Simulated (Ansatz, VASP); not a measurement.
Se in VASP and in Ansatz

```
Se
1.0
     5.57397    0.00000    0.00000
    -2.78698    4.82720    0.00000
     0.00000    0.00000    3.41708
Se
3
Direct
  0.00000 0.00000 0.00000
  0.33333 0.66667 0.50000
  0.66667 0.33333 0.50000
```

Alike in both runs: task single point; functional PBE; k mesh 6 × 6 × 6; occupations gaussian, width 0.1 eV; no spin polarisation.

```csv
,VASP,Ansatz
version,VASP 6.6.1,Ansatz 0.2.0
potentials or method,"VASP PAW PBE potentials, release 64 (Se), cutoff 520 eV","scalar-relativistic, plane waves, PAW"
valence electrons in the cell,18,48
```

```tsv
	VASP	Ansatz	Ansatz less VASP
gap on the k mesh at the Fermi level (eV)	none	none	-
pressure (GPa)	-10.5	-10.5	+0.01
traceless stress, the component that is largest in VASP (GPa)	0.37	0.37	-0.003
```

A gap of «none» marks a metal or a gap that the smearing closes. VASP's potentials hold 18 valence electrons a cell and Ansatz's 48, so a difference there can come from the potentials and not from the codes.
